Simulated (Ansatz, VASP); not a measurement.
# One calculation of SnO, two programs

```
Sn O
1.0
     3.83895    0.00000    0.00000
     0.00000    3.83895    0.00000
     0.00000    0.00000    4.91928
Sn O
2 2
Cartesian
  1.9195 0.0000 3.7614
  0.0000 1.9195 1.1579
  0.0000 0.0000 0.0000
  1.9195 1.9195 0.0000
```

Alike in both runs: task single point; functional PBEsol; k mesh 7 × 7 × 6; occupations fermi-dirac, width 0.05 eV; non-collinear spin, spin-orbit coupling.

|  | VASP | Ansatz |
| --- | --- | --- |
| version | VASP 6.6.1 | Ansatz 0.2.0 |
| potentials or method | VASP PAW PBE potentials, release 64 (Sn_d, O) | Ansatz PAW |
| plane-wave cutoff (eV) | 520 | 420 |
| valence electrons in the cell | 40 | 40 |

```csv
,VASP,Ansatz,Ansatz less VASP
pressure (GPa),-2.1,-2.3,-0.23
"traceless stress, the component that is largest in VASP (GPa)",0.24,0.23,-0.013
rms of the force components (eV/Å),0.044,0.077,+0.0329
```

VASP's potentials were made for PBE, not for PBEsol. Atom by atom the forces differ by 0.033 eV/Å (rms over components).

Noted on Ansatz's run: odd divisions of the mesh miss points on the zone boundary, where band edges often lie, so the gap on the mesh can be too wide.
